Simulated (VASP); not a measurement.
Set up this calculation in VASP 6.6.1, as the native input.

```yaml
Task: single point
Functional: PBE
Potentials_or_basis: VASP PAW PBE potentials, release 64 (In_d, Sb)
Cutoff: 500 eV
k_mesh: 2 × 2 × 2
Occupations: gaussian, width 0.1 eV
Spin: no spin polarisation
Dipole_correction: no
Further_INCAR_settings: ALGO = Normal; EDIFF = 1e-06; NBANDS = 16
```

The structure of InSb lies in POSCAR:

```
InSb
1.0
    0.0000000000      3.0735130000      3.0735130000
    3.0735130000      0.0000000000      3.0735130000
    3.0735130000      3.0735130000      0.0000000000
In Sb
1 1
Direct
    0.0000000000      0.0000000000      0.0000000000
    0.5000000000      0.5000000000      0.5000000000
```

The input as run:

INCAR

```
SYSTEM = InSb
PREC = Accurate
ENCUT = 500
EDIFF = 1E-6
ISMEAR = 0
SIGMA = 0.1
LREAL = .FALSE.
LASPH = .TRUE.
NELM = 120
ALGO = Normal
ISIF = 2
LWAVE = .FALSE.
LCHARG = .FALSE.
GGA = PE
NBANDS = 16
GGA_COMPAT = .FALSE.
```

KPOINTS

```
Automatic mesh
0
G
  2 2 2
  0 0 0
```

Potentials or basis: VASP PAW PBE potentials, release 64 (In_d, Sb).

The run is started by

```sh
$ cat potpaw_PBE.64/In_d/POTCAR potpaw_PBE.64/Sb/POTCAR > POTCAR
$ mpirun -np 1 vasp_std > vasp.out
```

Results of the run:

- Pressure: 9.6 GPa
- Band gap on the k mesh: zero (band 9 reaches 7.14 eV, above the bottom of band 10 at 4.64 eV)

Caveat: the k points lie up to 0.89 Å⁻¹ apart; spin-orbit coupling is left out, which moves the levels of the heavy elements.

Run time: 3.9 s on 1 thread of Intel(R) Xeon(R) Platinum 8488C (Sapphire Rapids), with other jobs on the host, peak memory 0.17 GiB.
